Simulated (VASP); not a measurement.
# NbC (I4/mmm) in VASP: a series of runs

Runs on NbC. Level: PBEsol. Tasks: electric field gradients.

All numbers are computed with VASP 6.6.1; they aren't measurements. Logs are shortened: lines on timing, memory, paths and dates and some standing lists are left out, and cuts for length are marked.

**1. The cell of the first run**

It takes space group I4/mmm (No. 139, tetragonal). Conventional cell: a = 3.049 Å, b = 3.049 Å, c = 4.400 Å, α = 90.00°, β = 90.00°, γ = 90.00°. Within 2.9 Å of Nb (site symmetry 4/mmm) lie 6 C at 2.16 to 2.20 Å. C (site symmetry 4/mmm) has 6 Nb at 2.16 to 2.20 Å within 2.9 Å.

**2. Electric field gradients, PBEsol (equal xx and yy strain of -2 %)**

File INCAR:

```
SYSTEM = NbC
PREC = Accurate ; ENCUT = 520
EDIFF = 1E-8 ; ISMEAR = -1
SIGMA = 0.08 ; LREAL = .False.
LASPH = .True. ; NELM = 120
ALGO = Normal ; ISIF = 2
LWAVE = .False. ; LCHARG = .False.
GGA = PS ; LEFG = .True.
NBANDS = 16 ; GGA_COMPAT = .False.
```

File KPOINTS:

```
regular mesh
0
Gamma
  14 14 14
  0 0 0
```

File POSCAR:

```
NbC
1.0
    0.0000000000      2.1560000000      2.2000000000
    2.1560000000      0.0000000000      2.2000000000
    2.1560000000      2.1560000000      0.0000000000
Nb C
1 1
Direct
    0.0000000000      0.0000000000      0.0000000000
    0.5000000000      0.5000000000      0.5000000000
```

Potentials or basis: VASP PAW PBE potentials, release 64 (Nb_sv, C).

Command:

```bash
> cat potpaw_PBE.64/Nb_sv/POTCAR potpaw_PBE.64/C/POTCAR > POTCAR
> mpirun -np 1 vasp_std > vasp.out
```

OUTCAR:

```text
SYSTEM = NbC
   PREC = Accurate
   ENCUT = 520
   EDIFF = 1E-8
   ISMEAR = -1
   LREAL = .False.
   LASPH = .True.
   NELM = 120
   ISIF = 2
   GGA = PS

 ion  position               nearest neighbor table
   1  0.000  0.000  0.000-   2 2.16   2 2.16   2 2.16   2 2.16   2 2.20   2 2.20
   2  0.500  0.500  0.500-   1 2.16   1 2.16   1 2.16   1 2.16   1 2.20   1 2.20

  LATTYP: Found a body centered tetragonal cell.
 ALAT       =     3.0490444405
 C/A-ratio  =     1.4430750636

  Lattice vectors:

 A1 = (  -2.1560000000,   0.0000000000,   2.2000000000)
 A2 = (   2.1560000000,   0.0000000000,   2.2000000000)
 A3 = (   0.0000000000,   2.1560000000,  -2.2000000000)

Analysis of symmetry for initial positions (statically):
=====================================================================
 Subroutine PRICEL returns:
 Original cell was already a primitive cell.

 Routine SETGRP: Setting up the symmetry group for a
 body centered tetragonal supercell.

 Subroutine GETGRP returns: Found 16 space group operations
 (whereof 16 operations were pure point group operations)
 out of a pool of 16 trial point group operations.

The static configuration has the point symmetry D_4h.

Analysis of symmetry for dynamics (positions and initial velocities):
=====================================================================
 Subroutine PRICEL returns:
 Original cell was already a primitive cell.

 Routine SETGRP: Setting up the symmetry group for a
 body centered tetragonal supercell.

 Subroutine GETGRP returns: Found 16 space group operations
 (whereof 16 operations were pure point group operations)
 out of a pool of 16 trial point group operations.

The dynamic configuration has the point symmetry D_4h.

 Subroutine INISYM returns: Found 16 space group operations
 (whereof 16 operations are pure point group operations),
 and found     1 'primitive' translations

----------------------------------------------------------------------------------------

                                     Primitive cell

  volume of cell :      20.4527

  direct lattice vectors                    reciprocal lattice vectors
     0.000000000  2.156000000  2.200000000    -0.231910946  0.231910946  0.227272727
     2.156000000  0.000000000  2.200000000     0.231910946 -0.231910946  0.227272727
     2.156000000  2.156000000  0.000000000     0.231910946  0.231910946 -0.227272727

  length of vectors
     3.080314270  3.080314270  3.049044440     0.399021637  0.399021637  0.399021637

  position of ions in fractional coordinates (direct lattice)
     0.000000000  0.000000000  0.000000000
     0.500000000  0.500000000  0.500000000

  ion indices of the primitive-cell ions
   primitive index   ion index
                 1           1
                 2           2

----------------------------------------------------------------------------------------

 KPOINTS: regular mesh

Automatic generation of k-mesh.
 Grid dimensions read from file:
 generate k-points for:   14   14   14

 Generating k-lattice:

  Cartesian coordinates                     Fractional coordinates (reciprocal lattice)
    -0.016565068  0.016565068  0.016233766     0.071428571 -0.000000000  0.000000000
     0.016565068 -0.016565068  0.016233766    -0.000000000  0.071428571  0.000000000
     0.016565068  0.016565068 -0.016233766     0.000000000  0.000000000  0.071428571

  Length of vectors
     0.028501545  0.028501545  0.028501545

  Shift w.r.t. Gamma in fractional coordinates (k-lattice)
     0.000000000  0.000000000  0.000000000

 Subroutine IBZKPT returns following result:
 ===========================================

 Found    244 irreducible k-points:

 Following reciprocal coordinates:
            Coordinates               Weight
  0.000000  0.000000  0.000000      1.000000
  0.071429 -0.000000  0.000000      8.000000
  0.142857  0.000000  0.000000      8.000000
  0.214286  0.000000  0.000000      8.000000
  0.285714  0.000000  0.000000      8.000000
  0.357143  0.000000  0.000000      8.000000
[... 16 lines left out ...]
  0.214286  0.142857  0.000000      8.000000
  0.285714  0.142857  0.000000      8.000000
 [... further k-points ...]
   k-points           NKPTS =    244   k-points in BZ     NKDIM =    244   number of bands    NBANDS=     16
   number of dos      NEDOS =    301   number of ions     NIONS =      2
   total plane-waves  NPLWV =  13824
   dimension x,y,z NGX =    24 NGY =   24 NGZ =   24
   dimension x,y,z NGXF=    48 NGYF=   48 NGZF=   48
   ions per type =               1   1
   NGX,Y,Z   is equivalent  to a cutoff of  12.95, 12.95, 13.09 a.u.
   NGXF,Y,Z  is equivalent  to a cutoff of  25.91, 25.91, 26.17 a.u.
 SYSTEM =  NbC
   PREC   = accura    normal or accurate (medium, high low for compatibility)
   ISTART =      0    job   : 0-new  1-cont  2-samecut
   ICHARG =      2    charge: 1-file 2-atom 10-const
   ISPIN  =      1    spin polarized calculation?
   LNONCOLLINEAR =      F non collinear calculations
   LSORBIT =      F    spin-orbit coupling
   LASPH  =      T    aspherical Exc in radial PAW
   ENCUT  =  520.0 eV  38.22 Ry    6.18 a.u.   5.73  5.73  5.67*2*pi/ulx,y,z
   NELM   =    120;   NELMIN=  2; NELMDL= -5     # of ELM steps
   EDIFF  = 0.1E-07   stopping-criterion for ELM
   LREAL  =      F    real-space projection
   EDIFFG = 0.1E-06   stopping-criterion for IOM
   NSW    =      0    number of steps for IOM
   IBRION =     -1    ionic relax: 0-MD 1-quasi-New 2-CG
   NFREE  =      0    steps in history (QN), initial steepest desc. (CG)
   ISIF   =      2    stress and relaxation
   ISYM   =      2    0-nonsym 1-usesym 2-fastsym
   POTIM  = 0.5000    time-step for ionic-motion
   TEBEG  =    0.0;   TEEND  =   0.0 temperature during run
   PSTRESS=    0.0 pullay stress
   NELECT =      17.0000    total number of electrons
   NUPDOWN=      -1.0000    fix difference up-down
   EMIN   =  10.00;   EMAX   =-10.00  energy-range for DOS
   EFERMI =   0.00;   METHOD = LEGACY
   ISMEAR =    -1;   SIGMA  =   0.08  broadening in eV -4-tet -1-fermi 0-gaus
   EFERMI_NEDOS =   21; number of points for ismear=-14 and -15
   IALGO  =     38    algorithm
   IMIX   =      4    mixing-type and parameters
     AMIX     =   0.40;   BMIX     =  1.00
     AMIX_MAG =   1.60;   BMIX_MAG =  1.00
  volume/ion in A,a.u.               =      10.23        69.01
  Fermi-wavevector in a.u.,A,eV,Ry     =   1.539245  2.908751 32.235944  2.369275
  Thomas-Fermi vector in A             =   2.645500
   LORBIT       =      0    0 simple, 1 ext, 2 COOP (PROOUT), +10 PAW based schemes
   GGA     = PS    functional components
   LHFCALC =     F    Hartree Fock is set to
   AEXX    =    0.0000 exact exchange contribution
   IVDW    =     0    specifies the selected vdW correction
   LEPSILON=     F    determine dielectric tensor
   LRPA    =     F    only Hartree local field effects (RPA)
 non-spin polarized calculation
  energy-cutoff  :      520.00
  volume of cell :       20.45
 maximum number of plane-waves:       563
   NGX = 11   NGY = 11   NGZ = 11

 number of electron      17.0000000 magnetization

 Free energy of the ion-electron system (eV)
  ---------------------------------------------------
  ext. energy  EPLUGINS =         0.00000000
  ---------------------------------------------------
  free energy    TOTEN  =       -21.72667865 eV

  energy without entropy =      -21.71357813  energy(sigma->0) =      -21.72012839

 E-fermi :  13.8238     XC(G=0): -13.6909

 val. band max:       13.8176520282   @ k =  -0.3571   0.5000   0.1429
 cond. band min:      13.8438318952   @ k =   0.5000   0.0000   0.2143
 fundamental gap:      0.0261798671
 Fermi energy:        13.8238272863

 k-point     1 :       0.0000    0.0000    0.0000
  band No.  band energies     occupation
      1     -41.7002      2.00000
      2     -17.3574      2.00000
      3     -17.3547      2.00000
      4     -17.3547      2.00000
      5      -0.0936      2.00000
      6      12.1316      2.00000
[... 8 lines left out ...]
     15      23.6950      0.00000
     16      37.4664      0.00000
[... 419 lines left out ...]
 k-point    24 :       0.2857    0.1429    0.0000
  band No.  band energies     occupation
      1     -41.6079      2.00000
      2     -17.9300      2.00000
      3     -17.4865      2.00000
      4     -17.4818      2.00000
      5       1.5345      2.00000
      6       8.1519      2.00000
[... 8 lines left out ...]
     15      27.4426      0.00000
     16      30.9679      0.00000

 [... further k-points ...]

------------------------ aborting loop because EDIFF is reached ----------------------------------------

  FORCE on cell =-STRESS in cart. coord.  units (eV):
  Direction    XX          YY          ZZ          XY          YZ          ZX
  --------------------------------------------------------------------------------------
  -------------------------------------------------------------------------------------
  Total        4.2024956      4.2024956      2.1697610      0.0000000     -0.0000000      0.0000000
  in kB      329.2059387    329.2059387    169.9700049      0.0000000     -0.0000000      0.0000000
  external PRESSURE =     276.1272941 kB  Pullay stress =       0.0000000 kB

 VOLUME and BASIS-vectors are now :
 -----------------------------------------------------------------------------
  energy-cutoff  :      520.00
  volume of cell :       20.45
      direct lattice vectors                 reciprocal lattice vectors
     0.000000000  2.156000000  2.200000000    -0.231910946  0.231910946  0.227272727
     2.156000000  0.000000000  2.200000000     0.231910946 -0.231910946  0.227272727
     2.156000000  2.156000000  0.000000000     0.231910946  0.231910946 -0.227272727

 POSITION                                       TOTAL-FORCE (eV/Angst)
 -----------------------------------------------------------------------------------
      0.00000      0.00000      0.00000         0.000000     -0.000000     -0.000000
      2.15600      2.15600      2.20000        -0.000000      0.000000      0.000000
 -----------------------------------------------------------------------------------
    total drift:                                0.000000     -0.000000     -0.000000

  FREE ENERGIE OF THE ION-ELECTRON SYSTEM (eV)
  ---------------------------------------------------
  free  energy   TOTEN  =       -21.7266786451 eV

  energy  without entropy=      -21.7135781324  energy(sigma->0) =      -21.72012839

 Electric field gradients (V/A^2)
---------------------------------------------------------------------
 ion       V_xx      V_yy      V_zz      V_xy      V_xz      V_yz
---------------------------------------------------------------------
   1     -20.561   -20.561    41.122     0.000     0.000     0.000
   2      -1.695    -1.695     3.391     0.000     0.000     0.000
---------------------------------------------------------------------

 Electric field gradients after diagonalization (V/A^2)
 (convention: |V_zz| > |V_xx| > |V_yy|)
----------------------------------------------------------------------
 ion       V_xx      V_yy      V_zz     asymmetry (V_yy - V_xx)/ V_zz
----------------------------------------------------------------------
   1     -20.561   -20.560    41.122       0.000
   2      -1.695    -1.695     3.391       0.000
----------------------------------------------------------------------

           NMR quadrupolar parameters

 Cq : quadrupolar parameter    Cq=e*Q*V_zz/h
 eta: asymmetry parameters     (V_yy - V_xx)/ V_zz
 Q  : nuclear electric quadrupole moment in mb (millibarn)
----------------------------------------------------------------------
 ion       Cq(MHz)       eta       Q (mb)
----------------------------------------------------------------------
   1       0.099       0.000       1.000
   2       0.008       0.000       1.000
----------------------------------------------------------------------
```

Wall time 2 min (1 thread of Intel Xeon 8259CL, shared host); peak memory 0.2 GiB.

What came out:

```
Free energy                             : -21.7267 eV
Pressure                                : 27.6 GPa
Band gap on the k mesh                  : zero (an odd number of electrons rules out a gap without spin polarisation)
Largest electric field gradient by atom : Nb +41.1; C +3.4 V/Å²
```

Electric field gradients, principal values (V/Å²):
| atom | least | middle | greatest (by size) |
| --- | --- | --- | --- |
| 1 Nb | -20.560 | -20.561 | 41.122 |
| 2 C | -1.695 | -1.695 | 3.391 |

Caveat: the cell differs from its parent crystal (equal xx and yy strain of -2 %); the stress differs along the axes, from 17 to 33 GPa; without QUAD_EFG the Cq values of the log hold for a quadrupole moment of 1 mb, not for the nuclei; the PAW data sets were made with another functional, which shifts forces and pressure a little; an odd number of electrons without spin polarisation forces a metal; a magnetic or distorted state may lie lower.

[end of part 1 of 2]

The gap in the log of VASP goes by the Fermi energy; the results here count the filled bands.